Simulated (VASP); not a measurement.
# KTaO3 (P4/mmm) in VASP: single point with PBEsol

Aim: the single point of KTaO3 with PBEsol.

All numbers are computed with VASP 6.6.1; they aren't measurements. Logs are shortened: lines on timing, memory, paths and dates and some standing lists are left out, and cuts for length are marked.

### Step 1. The cell of the first run

Symmetry: P4/mmm, No. 123, tetragonal system. The conventional cell has a = 3.985 Å, b = 3.985 Å, c = 3.388 Å, α = 90.00°, β = 90.00°, γ = 90.00°. Within 3.4 Å of K (site symmetry 4/mmm) lie 12 O at 2.62 to 2.82 Å and 8 Ta at 3.29 Å and 2 K at 3.39 Å. Within 2.3 Å of Ta (site symmetry 4/mmm) lie 6 O at 1.69 to 1.99 Å. O (site symmetry 4/mmm) has 2 Ta at 1.69 Å within 2.3 Å. Within 2.7 Å of O (site symmetry mmm) lie 2 Ta at 1.99 Å and 4 K at 2.62 Å and 4 O at 2.62 Å.

### Step 2. Single point, PBEsol (normal strain along x -0.1500, normal strain along z +0.0000)

Contents of INCAR:

```
SYSTEM = KTaO3
PREC = Accurate
ENCUT = 700
EDIFF = 1E-6
ISMEAR = 0
SIGMA = 0.05
LREAL = .FALSE.
LASPH = .TRUE.
NELM = 120
ALGO = Normal
ISIF = 2
LWAVE = .FALSE.
LCHARG = .TRUE.
GGA = PS
LELF = .TRUE.
LVHAR = .TRUE.
NBANDS = 28
GGA_COMPAT = .FALSE.
```

Contents of KPOINTS:

```
Automatic mesh
0
G
  8 8 8
  0 0 0
```

Contents of POSCAR:

```
KTaO3
1.0
    3.3875543774      0.0000000000      0.0000000000
    0.0000000000      3.9853580911      0.0000000000
    0.0000000000      0.0000000000      3.9853580911
K Ta O
1 1 3
Direct
    0.5000000000      0.5000000000      0.5000000000
    0.0000000000      0.0000000000      0.0000000000
    0.5000000000      0.0000000000      0.0000000000
    0.0000000000      0.5000000000      0.0000000000
    0.0000000000      0.0000000000      0.5000000000
```

Potentials or basis: VASP PAW PBE potentials, release 64 (K_sv, Ta_sv_GW, O).

Launch:

```
$ cat potpaw_PBE.64/K_sv/POTCAR potpaw_PBE.64/Ta_sv_GW/POTCAR potpaw_PBE.64/O/POTCAR > POTCAR
$ mpirun -np 1 vasp_std > vasp.out
```

OUTCAR:

```text
SYSTEM = KTaO3
   PREC = Accurate
   ENCUT = 700
   EDIFF = 1E-6
   ISMEAR = 0
   LREAL = .FALSE.
   LASPH = .TRUE.
   NELM = 120
   ISIF = 2
   GGA = PS

 ion  position               nearest neighbor table
   1  0.500  0.500  0.500-   4 2.62   5 2.62   4 2.62   5 2.62   4 2.62   5 2.62   4 2.62   5 2.62
                             3 2.82   3 2.82   3 2.82   3 2.82   2 3.29   2 3.29   2 3.29   2 3.29
   2  0.000  0.000  0.000-   3 1.69   3 1.69   5 1.99   5 1.99   4 1.99   4 1.99   1 3.29   1 3.29
                             1 3.29   1 3.29   1 3.29   1 3.29   1 3.29   1 3.29
   3  0.500  0.000  0.000-   2 1.69   2 1.69   1 2.82   1 2.82   1 2.82   1 2.82
   4  0.000  0.500  0.000-   2 1.99   2 1.99   1 2.62   1 2.62   1 2.62   1 2.62
   5  0.000  0.000  0.500-   2 1.99   2 1.99   1 2.62   1 2.62   1 2.62   1 2.62

  LATTYP: Found a simple tetragonal cell.
 ALAT       =     3.9853580911
 C/A-ratio  =     0.8500000000

  Lattice vectors:

 A1 = (   0.0000000000,   3.9853580911,   0.0000000000)
 A2 = (   0.0000000000,   0.0000000000,   3.9853580911)
 A3 = (   3.3875543774,   0.0000000000,   0.0000000000)

Analysis of symmetry for initial positions (statically):
=====================================================================
 Subroutine PRICEL returns:
 Original cell was already a primitive cell.

 Routine SETGRP: Setting up the symmetry group for a
 simple tetragonal supercell.

 Subroutine GETGRP returns: Found 16 space group operations
 (whereof 16 operations were pure point group operations)
 out of a pool of 16 trial point group operations.

The static configuration has the point symmetry D_4h.

Analysis of symmetry for dynamics (positions and initial velocities):
=====================================================================
 Subroutine PRICEL returns:
 Original cell was already a primitive cell.

 Routine SETGRP: Setting up the symmetry group for a
 simple tetragonal supercell.

 Subroutine GETGRP returns: Found 16 space group operations
 (whereof 16 operations were pure point group operations)
 out of a pool of 16 trial point group operations.

The dynamic configuration has the point symmetry D_4h.

 Subroutine INISYM returns: Found 16 space group operations
 (whereof 16 operations are pure point group operations),
 and found     1 'primitive' translations

----------------------------------------------------------------------------------------

                                     Primitive cell

  volume of cell :      53.8048

  direct lattice vectors                    reciprocal lattice vectors
     3.387554377  0.000000000  0.000000000     0.295198213  0.000000000  0.000000000
     0.000000000  3.985358091  0.000000000     0.000000000  0.250918481  0.000000000
     0.000000000  0.000000000  3.985358091     0.000000000  0.000000000  0.250918481

  length of vectors
     3.387554377  3.985358091  3.985358091     0.295198213  0.250918481  0.250918481

  position of ions in fractional coordinates (direct lattice)
     0.500000000  0.500000000  0.500000000
     0.000000000  0.000000000  0.000000000
     0.500000000  0.000000000  0.000000000
     0.000000000  0.500000000  0.000000000
     0.000000000  0.000000000  0.500000000

  ion indices of the primitive-cell ions
   primitive index   ion index
                 1           1
                 2           2
                 3           3
                 4           4
                 5           5

----------------------------------------------------------------------------------------

 KPOINTS: Automatic mesh

Automatic generation of k-mesh.
 Grid dimensions read from file:
 generate k-points for:    8    8    8

 Generating k-lattice:

  Cartesian coordinates                     Fractional coordinates (reciprocal lattice)
     0.036899777  0.000000000  0.000000000     0.125000000  0.000000000  0.000000000
     0.000000000  0.031364810  0.000000000     0.000000000  0.125000000  0.000000000
     0.000000000  0.000000000  0.031364810     0.000000000  0.000000000  0.125000000

  Length of vectors
     0.036899777  0.031364810  0.031364810

  Shift w.r.t. Gamma in fractional coordinates (k-lattice)
     0.000000000  0.000000000  0.000000000

 Subroutine IBZKPT returns following result:
 ===========================================

 Found     75 irreducible k-points:

 Following reciprocal coordinates:
            Coordinates               Weight
  0.000000  0.000000  0.000000      1.000000
  0.125000  0.000000  0.000000      2.000000
  0.250000  0.000000  0.000000      2.000000
  0.375000  0.000000  0.000000      2.000000
  0.500000  0.000000  0.000000      1.000000
  0.000000  0.125000  0.000000      4.000000
[... 16 lines left out ...]
  0.250000  0.500000  0.000000      4.000000
  0.375000  0.500000  0.000000      4.000000
 [... further k-points ...]
   k-points           NKPTS =     75   k-points in BZ     NKDIM =     75   number of bands    NBANDS=     28
   number of dos      NEDOS =    301   number of ions     NIONS =      5
   total plane-waves  NPLWV =  38880
   dimension x,y,z NGX =    30 NGY =   36 NGZ =   36
   dimension x,y,z NGXF=    60 NGYF=   72 NGZF=   72
   ions per type =               1   1   3
   NGX,Y,Z   is equivalent  to a cutoff of  14.72, 15.02, 15.02 a.u.
   NGXF,Y,Z  is equivalent  to a cutoff of  29.45, 30.03, 30.03 a.u.
 SYSTEM =  KTaO3
   PREC   = accura    normal or accurate (medium, high low for compatibility)
   ISTART =      0    job   : 0-new  1-cont  2-samecut
   ICHARG =      2    charge: 1-file 2-atom 10-const
   ISPIN  =      1    spin polarized calculation?
   LNONCOLLINEAR =      F non collinear calculations
   LSORBIT =      F    spin-orbit coupling
   LASPH  =      T    aspherical Exc in radial PAW
   ENCUT  =  700.0 eV  51.45 Ry    7.17 a.u.   7.31  8.60  8.60*2*pi/ulx,y,z
   NELM   =    120;   NELMIN=  2; NELMDL= -5     # of ELM steps
   EDIFF  = 0.1E-05   stopping-criterion for ELM
   LREAL  =      F    real-space projection
   EDIFFG = 0.1E-04   stopping-criterion for IOM
   NSW    =      0    number of steps for IOM
   IBRION =     -1    ionic relax: 0-MD 1-quasi-New 2-CG
   NFREE  =      0    steps in history (QN), initial steepest desc. (CG)
   ISIF   =      2    stress and relaxation
   ISYM   =      2    0-nonsym 1-usesym 2-fastsym
   POTIM  = 0.5000    time-step for ionic-motion
   TEBEG  =    0.0;   TEEND  =   0.0 temperature during run
   PSTRESS=    0.0 pullay stress
   NELECT =      40.0000    total number of electrons
   NUPDOWN=      -1.0000    fix difference up-down
   EMIN   =  10.00;   EMAX   =-10.00  energy-range for DOS
   EFERMI =   0.00;   METHOD = LEGACY
   ISMEAR =     0;   SIGMA  =   0.05  broadening in eV -4-tet -1-fermi 0-gaus
   EFERMI_NEDOS =   21; number of points for ismear=-14 and -15
   IALGO  =     38    algorithm
   IMIX   =      4    mixing-type and parameters
     AMIX     =   0.40;   BMIX     =  1.00
     AMIX_MAG =   1.60;   BMIX_MAG =  1.00
  volume/ion in A,a.u.               =      10.76        72.62
  Fermi-wavevector in a.u.,A,eV,Ry     =   1.483046  2.802550 29.924983  2.199424
  Thomas-Fermi vector in A             =   2.596756
   LORBIT       =      0    0 simple, 1 ext, 2 COOP (PROOUT), +10 PAW based schemes
   GGA     = PS    functional components
   LHFCALC =     F    Hartree Fock is set to
   AEXX    =    0.0000 exact exchange contribution
   IVDW    =     0    specifies the selected vdW correction
   LEPSILON=     F    determine dielectric tensor
   LRPA    =     F    only Hartree local field effects (RPA)
 non-spin polarized calculation
 Gauss-broadening in eV      SIGMA  =   0.05
  energy-cutoff  :      700.00
  volume of cell :       53.80
 maximum number of plane-waves:      2286
 NGX is ok and might be reduce to    30
   NGX = 15   NGY = 17   NGZ = 17

 number of electron      40.0000000 magnetization

 Free energy of the ion-electron system (eV)
  ---------------------------------------------------
  ext. energy  EPLUGINS =         0.00000000
  ---------------------------------------------------
  free energy    TOTEN  =       -41.85429664 eV

  energy without entropy =      -41.85429664  energy(sigma->0) =      -41.85429664

 E-fermi :   5.2506     XC(G=0): -12.1619

 val. band max:        4.9427033577   @ k =   0.0000   0.0000   0.0000
 cond. band min:       6.6578743495   @ k =   0.0000   0.0000   0.0000
 fundamental gap:      1.7151709917
 Fermi energy:         5.2505812244

 k-point     1 :       0.0000    0.0000    0.0000
  band No.  band energies     occupation
      1     -61.9593      2.00000
      2     -29.4672      2.00000
      3     -28.5863      2.00000
      4     -28.5863      2.00000
      5     -22.4516      2.00000
      6     -15.0060      2.00000
[... 20 lines left out ...]
     27      13.1283      0.00000
     28      15.3812      0.00000

 k-point     2 :       0.1250    0.0000    0.0000
  band No.  band energies     occupation
      1     -61.9581      2.00000
      2     -29.5637      2.00000
      3     -28.5809      2.00000
      4     -28.5809      2.00000
      5     -22.4313      2.00000
      6     -14.5459      2.00000
[... 20 lines left out ...]
     27      13.4923      0.00000
     28      15.9242      0.00000

 k-point     3 :       0.2500    0.0000    0.0000
  band No.  band energies     occupation
      1     -61.9550      2.00000
      2     -29.7853      2.00000
      3     -28.5677      2.00000
      4     -28.5677      2.00000
      5     -22.3829      2.00000
      6     -13.3169      2.00000
[... 20 lines left out ...]
     27      14.3682      0.00000
     28      15.4126      0.00000

 k-point     4 :       0.3750    0.0000    0.0000
  band No.  band energies     occupation
      1     -61.9519      2.00000
      2     -29.9929      2.00000
      3     -28.5545      2.00000
      4     -28.5545      2.00000
      5     -22.3348      2.00000
      6     -12.7615      2.00000
[... 578 lines left out ...]
     27      15.4006      0.00000
     28      15.8853      0.00000

 k-point    23 :       0.2500    0.5000    0.0000
  band No.  band energies     occupation
      1     -61.9543      2.00000
      2     -29.7800      2.00000
      3     -28.6750      2.00000
      4     -28.5634      2.00000
      5     -22.3481      2.00000
      6     -13.3412      2.00000
[... 20 lines left out ...]
     27      15.6077      0.00000
     28      15.7924      0.00000

 k-point    24 :       0.3750    0.5000    0.0000
  band No.  band energies     occupation
      1     -61.9513      2.00000
      2     -29.9866      2.00000
      3     -28.6596      2.00000
      4     -28.5503      2.00000
      5     -22.3169      2.00000
      6     -12.3529      2.00000
[... 20 lines left out ...]
     27      16.0102      0.00000
     28      16.7030      0.00000

 [... further k-points ...]

------------------------ aborting loop because EDIFF is reached ----------------------------------------

  FORCE on cell =-STRESS in cart. coord.  units (eV):
  Direction    XX          YY          ZZ          XY          YZ          ZX
  --------------------------------------------------------------------------------------
  -------------------------------------------------------------------------------------
  Total       53.7318024      5.8417063      5.8417063      0.0000000      0.0000000      0.0000000
  in kB     1600.0038093    173.9519596    173.9519596      0.0000000      0.0000000      0.0000000
  external PRESSURE =     649.3025762 kB  Pullay stress =       0.0000000 kB

 VOLUME and BASIS-vectors are now :
 -----------------------------------------------------------------------------
  energy-cutoff  :      700.00
  volume of cell :       53.80
      direct lattice vectors                 reciprocal lattice vectors
     3.387554377  0.000000000  0.000000000     0.295198213  0.000000000  0.000000000
     0.000000000  3.985358091  0.000000000     0.000000000  0.250918481  0.000000000
     0.000000000  0.000000000  3.985358091     0.000000000  0.000000000  0.250918481

 POSITION                                       TOTAL-FORCE (eV/Angst)
 -----------------------------------------------------------------------------------
      1.69378      1.99268      1.99268         0.000000      0.000000      0.000000
      0.00000      0.00000      0.00000         0.000000      0.000000      0.000000
      1.69378      0.00000      0.00000         0.000000      0.000000      0.000000
      0.00000      1.99268      0.00000         0.000000      0.000000      0.000000
      0.00000      0.00000      1.99268         0.000000      0.000000      0.000000
 -----------------------------------------------------------------------------------
    total drift:                                0.000000     -0.000000      0.000000

  FREE ENERGIE OF THE ION-ELECTRON SYSTEM (eV)
  ---------------------------------------------------
  free  energy   TOTEN  =       -41.8542966447 eV

  energy  without entropy=      -41.8542966447  energy(sigma->0) =      -41.85429664
```

Run time: 1.8 min. Hardware: 1 thread of Intel Xeon 6975P-C (Granite Rapids), shared host; peak memory 0.32 GiB.

What came out:

```
Free energy            : -41.8543 eV
Pressure               : 64.9 GPa
Band gap on the k mesh : 1.72 eV
```

Stress tensor (GPa, compression positive):
```
160.00   0.00   0.00
  0.00  17.40   0.00
  0.00   0.00  17.40
```

Caveat: the cell differs from its parent crystal (normal strain along x -0.1500, normal strain along z +0.0000); the stress differs along the axes, from 17 to 160 GPa; the PAW data sets were made with another functional, which shifts forces and pressure a little; spin-orbit coupling is left out, which moves the levels of the heavy elements.
